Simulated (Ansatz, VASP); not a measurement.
# Two plane-wave programs on V

INCAR

```
SYSTEM = V
PREC = Accurate
ENCUT = 600
EDIFF = 1E-6
ISMEAR = -1
SIGMA = 0.05
LREAL = .FALSE.
LASPH = .TRUE.
NELM = 150
ALGO = Normal
ISIF = 3
LWAVE = .FALSE.
LCHARG = .FALSE.
ISPIN = 2
MAGMOM = 2
LORBIT = 11
LMAXMIX = 4
GGA = B5
ALDAX = 1.0
AGGAX = 1.0
AGGAC = 1.0
ALDAC = 0.0
IBRION = 2
NSW = 60
EDIFFG = -0.01
```

File KPOINTS:

```
Automatic mesh
0
G
  12 12 12
  0 0 0
```

The input POSCAR:

```
V
1.0
   -1.5143500000      1.5143500000      1.5143500000
    1.5143500000     -1.5143500000      1.5143500000
    1.5143500000      1.5143500000     -1.5143500000
V
1
Direct
    0.0000000000      0.0000000000      0.0000000000
```

input.yaml

```yaml
crystal:
  lattice:
    - [-1.51435, 1.51435, 1.51435]
    - [1.51435, -1.51435, 1.51435]
    - [1.51435, 1.51435, -1.51435]
  atoms:
    - { symbol: V, position: [0.0, 0.0, 0.0], spin: 2.0 }
hamiltonian:
  xc: blyp
  pseudopotentials: { kind: paw }
magnetization:
  spin_polarized: true
kpoints:
  mp_grid: { grid: [12, 12, 12] }
scf:
  occupations: { method: fermi_dirac, width: 0.05 }
output:
  forces: true
  stress: true
  eigenvalues: true
  write_density: true
  write_potential: true
  elf: true
  volumetric_format: npy
relax:
  f_tol: 0.01
  max_steps: 40
  cell: { stress_tol: 0.05 }
```

Alike in both runs: task relaxation of cell and atoms; functional BLYP; k mesh 12 × 12 × 12; occupations fermi-dirac, width 0.05 eV; collinear spin.

|  | VASP | Ansatz |
| --- | --- | --- |
| version | VASP 6.6.1 | Ansatz 0.2.0 |
| potentials or method | VASP PAW PBE potentials, release 64 (V_sv) | Ansatz PAW |
| plane-wave cutoff (eV) | 600 | 420 |
| valence electrons in the cell | 13 | 13 |

VASP gave:

```
gap on the k mesh at the Fermi level, each at its own relaxed structure (eV) : none
net moment per atom (μB)                                                     : 0.00
relaxed volume (Å³/atom)                                                     : 13.85
relaxed length of the cell vector where the two differ most in proportion (Å)              : 2.621
```

**Question.** Which values does Ansatz return?

**Answer.** gap on the k mesh at the Fermi level, each at its own relaxed structure (eV): none; net moment per atom (μB): 0.00; relaxed volume (Å³/atom): 13.83; relaxed length of the cell vector where the two differ most in proportion (Å): 2.619.

VASP's potentials were made for PBE, not for BLYP. A gap of «none» marks a metal or a gap that the smearing closes.

Noted on Ansatz's run: the plane-wave basis is chosen anew once the cell has moved, so the energies of steps on either side of that aren't comparable.
